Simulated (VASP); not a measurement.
# BeTe (F-43m) in VASP: notebook

BeTe is run at these levels: PBEsol; tasks: single point, relaxation of cell and atoms.

All numbers are computed with VASP 6.6.1; they aren't measurements. Logs are shortened: lines on timing, memory, paths and dates and some standing lists are left out, and cuts for length are marked.

## 1. The cell of the first run

The structure is cubic, space group F-43m (No. 216). Conventional cell: a = 5.608 Å, b = 5.608 Å, c = 5.608 Å, α = 90.00°, β = 90.00°, γ = 90.00°. Within 3.2 Å of Be (site symmetry -43m) lie 4 Te at 2.43 Å. Te (site symmetry -43m) has 4 Be at 2.43 Å within 3.2 Å.

## 2. Single point, PBEsol

The input, INCAR:

```
SYSTEM = BeTe
  PREC = Accurate
  ENCUT = 600
  EDIFF = 1E-6
  ISMEAR = -1
  SIGMA = 0.01
  LREAL = .False.
  LASPH = .True.
  NELM = 120
  ALGO = Normal
  ISIF = 2
  LWAVE = .False.
  LCHARG = .True.
  GGA = PS
  LELF = .True.
  LVHAR = .True.
  NBANDS = 11
  GGA_COMPAT = .False.
```

The input, KPOINTS:

```
Automatic mesh
0
Gamma
  6 6 6
  0 0 0
```

The input, POSCAR:

```
BeTe
1.0
    0.0000000000      2.8040542718      2.8040542718
    2.8040542718      0.0000000000      2.8040542718
    2.8040542718      2.8040542718      0.0000000000
Be Te
1 1
Direct
    0.0000000000      0.0000000000      0.0000000000
    0.2500000000      0.2500000000      0.2500000000
```

Potentials or basis: VASP PAW PBE potentials, release 64 (Be, Te).

Run with:

```bash
$ cat potpaw_PBE.64/Be/POTCAR potpaw_PBE.64/Te/POTCAR > POTCAR
$ mpirun -np 1 vasp_std > vasp.out
```

OUTCAR:

```text
SYSTEM = BeTe
   PREC = Accurate
   ENCUT = 600
   EDIFF = 1E-6
   ISMEAR = -1
   LREAL = .False.
   LASPH = .True.
   NELM = 120
   ISIF = 2
   GGA = PS

 ion  position               nearest neighbor table
   1  0.000  0.000  0.000-   2 2.43   2 2.43   2 2.43   2 2.43
   2  0.250  0.250  0.250-   1 2.43   1 2.43   1 2.43   1 2.43

  LATTYP: Found a face centered cubic cell.
 ALAT       =     5.6081085436

  Lattice vectors:

 A1 = (   0.0000000000,   2.8040542718,   2.8040542718)
 A2 = (   2.8040542718,   0.0000000000,   2.8040542718)
 A3 = (   2.8040542718,   2.8040542718,   0.0000000000)

Analysis of symmetry for initial positions (statically):
=====================================================================
 Subroutine PRICEL returns:
 Original cell was already a primitive cell.

 Routine SETGRP: Setting up the symmetry group for a
 face centered cubic supercell.

 Subroutine GETGRP returns: Found 24 space group operations
 (whereof 24 operations were pure point group operations)
 out of a pool of 48 trial point group operations.

The static configuration has the point symmetry T_d .

Analysis of symmetry for dynamics (positions and initial velocities):
=====================================================================
 Subroutine PRICEL returns:
 Original cell was already a primitive cell.

 Routine SETGRP: Setting up the symmetry group for a
 face centered cubic supercell.

 Subroutine GETGRP returns: Found 24 space group operations
 (whereof 24 operations were pure point group operations)
 out of a pool of 48 trial point group operations.

The dynamic configuration has the point symmetry T_d .

 Subroutine INISYM returns: Found 24 space group operations
 (whereof 24 operations are pure point group operations),
 and found     1 'primitive' translations

----------------------------------------------------------------------------------------

                                     Primitive cell

  volume of cell :      44.0950

  direct lattice vectors                    reciprocal lattice vectors
     0.000000000  2.804054272  2.804054272    -0.178313239  0.178313239  0.178313239
     2.804054272  0.000000000  2.804054272     0.178313239 -0.178313239  0.178313239
     2.804054272  2.804054272  0.000000000     0.178313239  0.178313239 -0.178313239

  length of vectors
     3.965531581  3.965531581  3.965531581     0.308847590  0.308847590  0.308847590

[... 77 lines left out ...]
   ISIF   =      2    stress and relaxation
   ISYM   =      2    0-nonsym 1-usesym 2-fastsym
   POTIM  = 0.5000    time-step for ionic-motion
   TEBEG  =    0.0;   TEEND  =   0.0 temperature during run
   PSTRESS=    0.0 pullay stress
   NELECT =       8.0000    total number of electrons
   NUPDOWN=      -1.0000    fix difference up-down
   EMIN   =  10.00;   EMAX   =-10.00  energy-range for DOS
   EFERMI =   0.00;   METHOD = LEGACY
   ISMEAR =    -1;   SIGMA  =   0.01  broadening in eV -4-tet -1-fermi 0-gaus
   EFERMI_NEDOS =   21; number of points for ismear=-14 and -15
   IALGO  =     38    algorithm
   IMIX   =      4    mixing-type and parameters
     AMIX     =   0.40;   BMIX     =  1.00
     AMIX_MAG =   1.60;   BMIX_MAG =  1.00
  volume/ion in A,a.u.               =      22.05       148.78
  Fermi-wavevector in a.u.,A,eV,Ry     =   0.926777  1.751354 11.686247  0.858915
  Thomas-Fermi vector in A             =   2.052775
   LORBIT       =      0    0 simple, 1 ext, 2 COOP (PROOUT), +10 PAW based schemes
   GGA     = PS    functional components
   LHFCALC =     F    Hartree Fock is set to
   AEXX    =    0.0000 exact exchange contribution
   IVDW    =     0    specifies the selected vdW correction
   LEPSILON=     F    determine dielectric tensor
   LRPA    =     F    only Hartree local field effects (RPA)
 non-spin polarized calculation
  energy-cutoff  :      600.00
  volume of cell :       44.09
 maximum number of plane-waves:      1488
   NGX = 15   NGY = 15   NGZ = 15

 number of electron       8.0000000 magnetization

 Free energy of the ion-electron system (eV)
  ---------------------------------------------------
  ext. energy  EPLUGINS =         0.00000000
  ---------------------------------------------------
  free energy    TOTEN  =        -8.20966629 eV

  energy without entropy =       -8.20966629  energy(sigma->0) =       -8.20966629

 E-fermi :   5.3822     XC(G=0):  -9.2511

 val. band max:        5.1488779560   @ k =   0.0000   0.0000   0.0000
 cond. band min:       6.9692373625   @ k =   0.5000   0.5000   0.0000
 fundamental gap:      1.8203594066
 Fermi energy:         5.3821910811

 k-point     1 :       0.0000    0.0000    0.0000
  band No.  band energies     occupation
      1      -7.2684      2.00000
      2       5.1489      2.00000
      3       5.1489      2.00000
      4       5.1489      2.00000
      5       8.7359      0.00000
      6       8.7359      0.00000
      7       8.7359      0.00000
      8       8.9722      0.00000
      9      13.3572      0.00000
     10      15.4163      0.00000
     11      15.4163      0.00000
[... 197 lines left out ...]
 k-point    16 :      -0.3333    0.5000    0.1667
  band No.  band energies     occupation
      1      -5.3552      2.00000
      2       0.2975      2.00000
      3       1.6756      2.00000
      4       1.9735      2.00000
      5       8.7595      0.00000
      6       9.3722      0.00000
      7      12.4753      0.00000
      8      12.7940      0.00000
      9      16.1282      0.00000
     10      16.9579      0.00000
     11      18.0311      0.00000

------------------------ aborting loop because EDIFF is reached ----------------------------------------

  FORCE on cell =-STRESS in cart. coord.  units (eV):
  Direction    XX          YY          ZZ          XY          YZ          ZX
  --------------------------------------------------------------------------------------
  -------------------------------------------------------------------------------------
  Total        0.0530554      0.0530554      0.0530554      0.0000000      0.0000000      0.0000000
  in kB        1.9277517      1.9277517      1.9277517      0.0000000      0.0000000      0.0000000
  external PRESSURE =       1.9277517 kB  Pullay stress =       0.0000000 kB

 VOLUME and BASIS-vectors are now :
 -----------------------------------------------------------------------------
  energy-cutoff  :      600.00
  volume of cell :       44.09
      direct lattice vectors                 reciprocal lattice vectors
     0.000000000  2.804054272  2.804054272    -0.178313239  0.178313239  0.178313239
     2.804054272  0.000000000  2.804054272     0.178313239 -0.178313239  0.178313239
     2.804054272  2.804054272  0.000000000     0.178313239  0.178313239 -0.178313239

 POSITION                                       TOTAL-FORCE (eV/Angst)
 -----------------------------------------------------------------------------------
      0.00000      0.00000      0.00000        -0.000000     -0.000000      0.000000
      1.40203      1.40203      1.40203         0.000000      0.000000     -0.000000
 -----------------------------------------------------------------------------------
    total drift:                                0.000000      0.000000      0.000000

  FREE ENERGIE OF THE ION-ELECTRON SYSTEM (eV)
  ---------------------------------------------------
  free  energy   TOTEN  =        -8.2096662856 eV

  energy  without entropy=       -8.2096662856  energy(sigma->0) =       -8.20966629
```

Run time: 9.4 s. Hardware: 1 thread of Intel Xeon 6975P-C, shared host; peak memory 0.18 GiB.

Results:

* Free energy: -8.2097 eV
* Pressure: 0.2 GPa
* Band gap on the k mesh: 1.82 eV, indirect (least direct gap 3.59 eV)

Caveat: the PAW data sets were made with another functional, which shifts forces and pressure a little; spin-orbit coupling is left out, which moves the levels of the heavy elements. Expect the measured gap to be larger: semilocal functionals such as PBEsol lack the derivative discontinuity.

## 3. Relaxation of cell and atoms, PBEsol

The input, INCAR:

```
SYSTEM = BeTe
  PREC = Accurate
  ENCUT = 600
  EDIFF = 1E-7
  ISMEAR = -1
  SIGMA = 0.01
  LREAL = .FALSE.
  LASPH = .TRUE.
  NELM = 120
  ALGO = Normal
  ISIF = 3
  LWAVE = .FALSE.
  LCHARG = .FALSE.
  GGA = PS
  IBRION = 2
  NSW = 80
  EDIFFG = -0.02
  GGA_COMPAT = .FALSE.
  NELMIN = 4
```

The input, KPOINTS:

```
Automatic mesh
0
G
  6 6 6
  0 0 0
```

POSCAR is that of step 2.

Potentials or basis: VASP PAW PBE potentials, release 64 (Be, Te).

Run with:

```bash
$ cat potpaw_PBE.64/Be/POTCAR potpaw_PBE.64/Te/POTCAR > POTCAR
$ mpirun -np 1 vasp_std > vasp.out
```

Wall time 12 s (1 thread of Intel Xeon 6975P-C, shared host); peak memory 0.17 GiB.

Results (log left out):

| Item | Value |
| --- | --- |
| Free energy | -8.2097 eV |
| Relaxed volume | 22.13 Å³/atom |
| Relaxed cell | a = 3.970 Å, b = 3.970 Å, c = 3.970 Å, α = 60.00°, β = 60.00°, γ = 60.00° |
| Space group after relaxing (to 0.05 Å) | F-43m (No. 216) |
| Energy gained by relaxing | 0.0 meV/atom |
| Ionic steps | 2 |
| Pressure after relaxing | 0.0 GPa |
| Band gap on the k mesh | 1.83 eV, indirect (least direct gap 3.59 eV) |

Final structure:
```cif
data_structure
_symmetry_space_group_name_H-M 'P 1'
_symmetry_Int_Tables_number 1
_cell_length_a 3.9703
_cell_length_b 3.9703
_cell_length_c 3.9703
_cell_angle_alpha 60.000
_cell_angle_beta 60.000
_cell_angle_gamma 60.000
_cell_volume 44.26
loop_
_atom_site_label
_atom_site_type_symbol
_atom_site_fract_x
_atom_site_fract_y
_atom_site_fract_z
_atom_site_occupancy
Be1 Be 0.00000 0.00000 0.00000 1
Te1 Te 0.25000 0.25000 0.25000 1
```

Levels at points of the mesh, in eV from the valence-band top:
| k point | band 2 | band 3 | band 4 | band 5 | band 6 | band 7 |
| --- | --- | --- | --- | --- | --- | --- |
| (0.00, 0.00, 0.00) | 0.00 | 0.00 | 0.00 | 3.59 | 3.59 | 3.59 |
| (0.50, 0.00, 0.00) | -5.63 | -1.15 | -1.15 | 3.06 | 4.55 | 4.55 |
| (0.50, 0.50, 0.00) | -5.18 | -2.69 | -2.69 | 1.83 | 2.60 | 9.76 |

Caveat: the PAW data sets were made with another functional, which shifts forces and pressure a little; spin-orbit coupling is left out, which moves the levels of the heavy elements. PBEsol gaps usually lie below the measured ones, often by a third to a half.
